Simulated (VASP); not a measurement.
Input of a VASP 6.6.1 run:

File INCAR:

```
  ALGO = Normal
  EDIFF = 1E-6
  ENCUT = 520
  GGA = PE
  ISIF = 2
  ISMEAR = -1
  LASPH = True
  LCHARG = True
  LELF = True
  LREAL = False
  LVHAR = True
  LWAVE = False
  NBANDS = 11
  NELM = 80
  PREC = Accurate
  SIGMA = 0.05
```

KPOINTS

```
k-points
0
Gamma
  13 13 13
```

Contents of POSCAR:

```
BN
1.0
    0.0000000000      3.4718566277      2.1515532769
    1.2432316315      0.0000000000      2.1515532769
    1.2432316315      3.4718566277      0.0000000000
N B
1 1
Direct
    0.6666513400      0.6666513400      0.3333486600
    0.0000486500      0.0000486500      0.9999513500
```

Potentials or basis: VASP PAW PBE potentials, release 64 (N, B).

Command:

```console
$ cat potpaw_PBE.64/N/POTCAR potpaw_PBE.64/B/POTCAR > POTCAR
$ mpirun -np 1 vasp_std > vasp.out
```

(1) Estimate the pressure.

(2) Estimate the band gap on the k mesh.

## Answers

(1) 8.2 GPa.

(2) 3.91 eV, indirect (least direct gap 4.70 eV).
